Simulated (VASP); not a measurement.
# Ca4Ag2As (I-4) in VASP: single point with PBE

Aim: the single point of Ca4Ag2As with PBE.

All numbers are computed with VASP 6.6.1; they aren't measurements. Logs are shortened: lines on timing, memory, paths and dates and some standing lists are left out, and cuts for length are marked.

## 1. The cell of the first run

It takes space group I-4 (No. 82, tetragonal). Conventional cell: a = 5.507 Å, b = 5.507 Å, c = 11.012 Å, α = 90.00°, β = 90.00°, γ = 90.00°. Within 3.2 Å of As (site symmetry -4) lie 4 Ca at 2.42 Å. Within 3.2 Å of Ag (site symmetry -4) lie 4 Ca at 2.42 Å. Within 3.2 Å of Ag (site symmetry -4) lie 4 Ca at 2.42 Å. Ca (site symmetry 1) has 2 Ag at 2.42 Å and 1 As at 2.42 Å within 3.2 Å.

## 2. Single point, PBE

INCAR reads:

```
PREC     = Accurate       # precision mode
ENCUT    = 500            # plane-wave cutoff, eV
EDIFF    = 1E-6           # SCF threshold, eV
ISMEAR   = -5             # smearing method
SIGMA    = 0.1            # smearing width, eV
LREAL    = F              # projectors in reciprocal space
LASPH    = T              # aspherical terms in the spheres
NELM     = 120            # most SCF steps
ALGO     = Normal         # electronic algorithm
ISIF     = 2              # what is computed and relaxed
LWAVE    = F              # write WAVECAR
LCHARG   = T              # write CHGCAR
GGA      = PE             # functional
LELF     = T              # ELF
LVHAR    = T            
NBANDS   = 42             # bands
GGA_COMPAT= F
```

KPOINTS reads:

```
Automatic mesh
0
Gamma
  5 5 5
```

POSCAR reads:

```
Ca4Ag2As
1.0
    0.0000000000      5.5066050000      0.0000000000
    5.5066050000      0.0000000000      0.0000000000
    2.7533020000      2.7533020000     -5.5061690000
As Ag Ca
1 2 4
Direct
    0.0000000000      0.0000000000      0.0000000000
    0.5000000000      0.5000000000      0.0000000000
    0.7500000000      0.2500000000      0.5000000000
    0.3700000000      0.3900000000      0.7400000000
    0.6100000000      0.1100000000      0.2600000000
    0.8900000000      0.8700000000      0.7400000000
    0.1300000000      0.6300000000      0.2600000000
```

Potentials or basis: VASP PAW PBE potentials, release 64 (As, Ag, Ca_sv).

Launch:

```console
cat potpaw_PBE.64/As/POTCAR potpaw_PBE.64/Ag/POTCAR potpaw_PBE.64/Ca_sv/POTCAR > POTCAR
mpirun -np 1 vasp_std > vasp.out
```

OUTCAR:

```text
PREC = Accurate
   ENCUT = 500
   EDIFF = 1E-6
   ISMEAR = -5
   LREAL = F
   LASPH = T
   NELM = 120
   ISIF = 2
   GGA = PE

 ion  position               nearest neighbor table
   1  0.000  0.000  0.000-   6 2.42   7 2.42   5 2.42   4 2.42
   2  0.500  0.500  0.000-   4 2.42   7 2.42   5 2.42   6 2.42
   3  0.750  0.250  0.500-   5 2.42   4 2.42   6 2.42   7 2.42
   4  0.370  0.390  0.740-   2 2.42   1 2.42   3 2.42
   5  0.610  0.110  0.260-   1 2.42   2 2.42   3 2.42
   6  0.890  0.870  0.740-   1 2.42   2 2.42   3 2.42
   7  0.130  0.630  0.260-   1 2.42   2 2.42   3 2.42

  LATTYP: Found a body centered tetragonal cell.
 ALAT       =     5.5066050000
 C/A-ratio  =     1.9998416447

  Lattice vectors:

 A1 = (  -2.7533020000,   2.7533030000,   5.5061690000)
 A2 = (   2.7533030000,  -2.7533020000,   5.5061690000)
 A3 = (   2.7533020000,   2.7533020000,  -5.5061690000)

Analysis of symmetry for initial positions (statically):
=====================================================================
 Subroutine PRICEL returns:
 Original cell was already a primitive cell.

 Routine SETGRP: Setting up the symmetry group for a
 body centered tetragonal supercell.

 Subroutine GETGRP returns: Found  4 space group operations
 (whereof  4 operations were pure point group operations)
 out of a pool of 16 trial point group operations.

The static configuration has the point symmetry S_4 .

Analysis of symmetry for dynamics (positions and initial velocities):
=====================================================================
 Subroutine PRICEL returns:
 Original cell was already a primitive cell.

 Routine SETGRP: Setting up the symmetry group for a
 body centered tetragonal supercell.

 Subroutine GETGRP returns: Found  4 space group operations
 (whereof  4 operations were pure point group operations)
 out of a pool of 16 trial point group operations.

The dynamic configuration has the point symmetry S_4 .

 Subroutine INISYM returns: Found  4 space group operations
 (whereof  4 operations are pure point group operations),
 and found     1 'primitive' translations

----------------------------------------------------------------------------------------

                                     Primitive cell

  volume of cell :     166.9619

  direct lattice vectors                    reciprocal lattice vectors
     0.000000000  5.506605000  0.000000000     0.000000000  0.181600097  0.090807222
     5.506605000  0.000000000  0.000000000     0.181600097  0.000000000  0.090807222
     2.753302000  2.753302000 -5.506169000     0.000000000  0.000000000 -0.181614476

  length of vectors
     5.506605000  5.506605000  6.743829836     0.203038289  0.203038289  0.181614476

  position of ions in fractional coordinates (direct lattice)
     0.000000000  0.000000000  0.000000000
     0.500000000  0.500000000  0.000000000
     0.750000000  0.250000000  0.500000000
     0.370000000  0.390000000  0.740000000
     0.610000000  0.110000000  0.260000000
     0.890000000  0.870000000  0.740000000
     0.130000000  0.630000000  0.260000000

  ion indices of the primitive-cell ions
   primitive index   ion index
                 1           1
                 2           2
                 3           3
                 4           4
                 5           5
                 6           6
                 7           7

----------------------------------------------------------------------------------------

 KPOINTS: Automatic mesh

Automatic generation of k-mesh.
 Grid dimensions read from file:
 generate k-points for:    5    5    5

 Generating k-lattice:

  Cartesian coordinates                     Fractional coordinates (reciprocal lattice)
     0.000000000  0.036320019  0.018161444     0.200000000  0.000000000  0.000000000
     0.036320019  0.000000000  0.018161444     0.000000000  0.200000000  0.000000000
     0.000000000  0.000000000 -0.036322895     0.000000000  0.000000000  0.200000000

  Length of vectors
     0.040607658  0.040607658  0.036322895

  Shift w.r.t. Gamma in fractional coordinates (k-lattice)
     0.000000000  0.000000000  0.000000000

 TETIRR: Found    270 inequivalent tetrahedra from      750

 Subroutine IBZKPT returns following result:
 ===========================================

 Found     21 irreducible k-points:

 Following reciprocal coordinates:
            Coordinates               Weight
  0.000000  0.000000  0.000000      1.000000
  0.200000  0.000000  0.000000      8.000000
  0.400000  0.000000  0.000000      8.000000
  0.200000  0.200000  0.000000      8.000000
  0.400000  0.200000  0.000000      8.000000
 -0.200000 -0.400000 -0.000000      8.000000
[... 13 lines left out ...]
  0.000000  0.000000  0.400000      2.000000
 -0.200000  0.000000  0.400000      4.000000
   k-points           NKPTS =     21   k-points in BZ     NKDIM =     21   number of bands    NBANDS=     42
   number of dos      NEDOS =    301   number of ions     NIONS =      7
   total plane-waves  NPLWV =  80000
   dimension x,y,z NGX =    40 NGY =   40 NGZ =   50
   dimension x,y,z NGXF=    80 NGYF=   80 NGZF=  100
   ions per type =               1   2   4
   NGX,Y,Z   is equivalent  to a cutoff of  12.08, 12.08, 12.33 a.u.
   NGXF,Y,Z  is equivalent  to a cutoff of  24.15, 24.15, 24.65 a.u.
 SYSTEM =  unknown system
   PREC   = accura    normal or accurate (medium, high low for compatibility)
   ISTART =      0    job   : 0-new  1-cont  2-samecut
   ICHARG =      2    charge: 1-file 2-atom 10-const
   ISPIN  =      1    spin polarized calculation?
   LNONCOLLINEAR =      F non collinear calculations
   LSORBIT =      F    spin-orbit coupling
   LASPH  =      T    aspherical Exc in radial PAW
   ENCUT  =  500.0 eV  36.75 Ry    6.06 a.u.  10.04 10.04 12.30*2*pi/ulx,y,z
   NELM   =    120;   NELMIN=  2; NELMDL= -5     # of ELM steps
   EDIFF  = 0.1E-05   stopping-criterion for ELM
   LREAL  =      F    real-space projection
   EDIFFG = 0.1E-04   stopping-criterion for IOM
   NSW    =      0    number of steps for IOM
   IBRION =     -1    ionic relax: 0-MD 1-quasi-New 2-CG
   NFREE  =      0    steps in history (QN), initial steepest desc. (CG)
   ISIF   =      2    stress and relaxation
   ISYM   =      2    0-nonsym 1-usesym 2-fastsym
   POTIM  = 0.5000    time-step for ionic-motion
   TEBEG  =    0.0;   TEEND  =   0.0 temperature during run
   PSTRESS=    0.0 pullay stress
   NELECT =      67.0000    total number of electrons
   NUPDOWN=      -1.0000    fix difference up-down
   EMIN   =  10.00;   EMAX   =-10.00  energy-range for DOS
   EFERMI =   0.00;   METHOD = LEGACY
   ISMEAR =    -5;   SIGMA  =   0.10  broadening in eV -4-tet -1-fermi 0-gaus
   EFERMI_NEDOS =   21; number of points for ismear=-14 and -15
   IALGO  =     38    algorithm
   IMIX   =      4    mixing-type and parameters
     AMIX     =   0.40;   BMIX     =  1.00
     AMIX_MAG =   1.60;   BMIX_MAG =  1.00
  volume/ion in A,a.u.               =      23.85       160.96
  Fermi-wavevector in a.u.,A,eV,Ry     =   1.207519  2.281880 19.838684  1.458102
  Thomas-Fermi vector in A             =   2.343154
   LORBIT       =      0    0 simple, 1 ext, 2 COOP (PROOUT), +10 PAW based schemes
   GGA     = PE    functional components
   LHFCALC =     F    Hartree Fock is set to
   AEXX    =    0.0000 exact exchange contribution
   IVDW    =     0    specifies the selected vdW correction
   LEPSILON=     F    determine dielectric tensor
   LRPA    =     F    only Hartree local field effects (RPA)
 non-spin polarized calculation
 Fermi weights with tetrahedron method with Bloechl corrections
  energy-cutoff  :      500.00
  volume of cell :      166.96
 maximum number of plane-waves:      4258
   NGX = 21   NGY = 21   NGZ = 25

 number of electron      67.0000010 magnetization

 Free energy of the ion-electron system (eV)
  ---------------------------------------------------
  ext. energy  EPLUGINS =         0.00000000
  ---------------------------------------------------
  free energy    TOTEN  =       -10.53961970 eV

  energy without entropy =      -10.53961970  energy(sigma->0) =      -10.53961970

 E-fermi :   4.9496     XC(G=0):  -9.6258

 val. band max:        4.9642853363   @ k =   0.4000   0.2000  -0.2000
 cond. band min:       5.0467618661   @ k =  -0.4000   0.0000   0.2000
 fundamental gap:      0.0824765298
 Fermi energy:         4.9495793852

 k-point     1 :       0.0000    0.0000    0.0000
  band No.  band energies     occupation
      1     -35.8929      2.00000
      2     -35.8634      2.00000
      3     -35.8628      2.00000
      4     -35.8628      2.00000
      5     -17.2422      2.00000
      6     -17.1839      2.00000
[... 34 lines left out ...]
     41       6.8896      0.00000
     42       7.9127      0.00000

 k-point     2 :       0.2000    0.0000    0.0000
  band No.  band energies     occupation
      1     -35.8894      2.00000
      2     -35.8648      2.00000
      3     -35.8640      2.00000
      4     -35.8638      2.00000
      5     -17.2292      2.00000
      6     -17.1942      2.00000
[... 34 lines left out ...]
     41       7.3455      0.00000
     42       7.9527      0.00000

 k-point     3 :       0.4000    0.0000    0.0000
  band No.  band energies     occupation
      1     -35.8809      2.00000
      2     -35.8710      2.00000
      3     -35.8651      2.00000
      4     -35.8649      2.00000
      5     -17.2033      2.00000
      6     -17.1893      2.00000
[... 34 lines left out ...]
     41       7.4838      0.00000
     42       7.6693      0.00000

 k-point     4 :       0.2000    0.2000    0.0000
  band No.  band energies     occupation
      1     -35.8852      2.00000
      2     -35.8661      2.00000
      3     -35.8655      2.00000
      4     -35.8651      2.00000
      5     -17.2197      2.00000
      6     -17.2087      2.00000
[... 709 lines left out ...]
     41       7.6935      0.00000
     42       8.0379      0.00000

 k-point    20 :       0.0000    0.0000    0.4000
  band No.  band energies     occupation
      1     -35.8828      2.00000
      2     -35.8735      2.00000
      3     -35.8629      2.00000
      4     -35.8629      2.00000
      5     -17.2467      2.00000
      6     -17.2149      2.00000
[... 34 lines left out ...]
     41       7.6938      0.00000
     42       7.6939      0.00000

 k-point    21 :      -0.2000    0.0000    0.4000
  band No.  band energies     occupation
      1     -35.8776      2.00000
      2     -35.8759      2.00000
      3     -35.8656      2.00000
      4     -35.8629      2.00000
      5     -17.2340      2.00000
      6     -17.2052      2.00000
[... 34 lines left out ...]
     41       7.7714      0.00000
     42       7.8457      0.00000

------------------------ aborting loop because EDIFF is reached ----------------------------------------

  FORCE on cell =-STRESS in cart. coord.  units (eV):
  Direction    XX          YY          ZZ          XY          YZ          ZX
  --------------------------------------------------------------------------------------
  -------------------------------------------------------------------------------------
  Total       33.5416986     33.5416986     32.9452757      0.0000002      0.0000030      0.0000030
  in kB      321.8683308    321.8683308    316.1450174      0.0000020      0.0000287      0.0000287
  external PRESSURE =     319.9605596 kB  Pullay stress =       0.0000000 kB

 VOLUME and BASIS-vectors are now :
 -----------------------------------------------------------------------------
  energy-cutoff  :      500.00
  volume of cell :      166.96
      direct lattice vectors                 reciprocal lattice vectors
     0.000000000  5.506605000  0.000000000     0.000000000  0.181600097  0.090807222
     5.506605000  0.000000000  0.000000000     0.181600097  0.000000000  0.090807222
     2.753302000  2.753302000 -5.506169000     0.000000000  0.000000000 -0.181614476

 POSITION                                       TOTAL-FORCE (eV/Angst)
 -----------------------------------------------------------------------------------
      0.00000      0.00000      0.00000        -0.000000      0.000000      0.000000
      2.75330      2.75330      0.00000         0.000000      0.000000      0.000000
      2.75330      5.50660     -2.75308        -0.000000     -0.000000      0.000000
      4.18502      4.07489     -4.07457         1.700518     -2.161163      1.696184
      1.32159      4.07489     -1.43160        -2.161163     -1.700518     -1.696184
      6.82819      6.93832     -4.07457        -1.700517      2.161163      1.696184
      4.18502      1.43172     -1.43160         2.161163      1.700517     -1.696184
 -----------------------------------------------------------------------------------
    total drift:                               -0.000014     -0.000015     -0.000001

  FREE ENERGIE OF THE ION-ELECTRON SYSTEM (eV)
  ---------------------------------------------------
  free  energy   TOTEN  =       -10.5396197043 eV

  energy  without entropy=      -10.5396197043  energy(sigma->0) =      -10.53961970
```

Wall time 2.3 min (1 thread of Intel Xeon Platinum 8375C at 2.90GHz (Ice Lake), shared host); peak memory 0.34 GiB.

Results:

```
Free energy            : -10.5396 eV
Pressure               : 32.0 GPa
Largest force          : 3.231 eV/Å
Band gap on the k mesh : zero (an odd number of electrons rules out a gap without spin polarisation)
```

Forces in eV/Å, atoms in the order of the input:
```
As   0.000  0.000  0.000
Ag   0.000  0.000  0.000
Ag   0.000  0.000  0.000
Ca   1.701 -2.161  1.696
Ca  -2.161 -1.701 -1.696
Ca  -1.701  2.161  1.696
Ca   2.161  1.701 -1.696
```

Stress tensor (GPa, compression positive):
```
32.19  0.00  0.00
 0.00 32.19  0.00
 0.00  0.00 31.61
```

Caveat: the cell stands under pressure; forces of over 1 eV/Å act on the atoms, so gaps and moduli don't describe the material at rest; tetrahedron occupations give inexact forces and stress in metals.
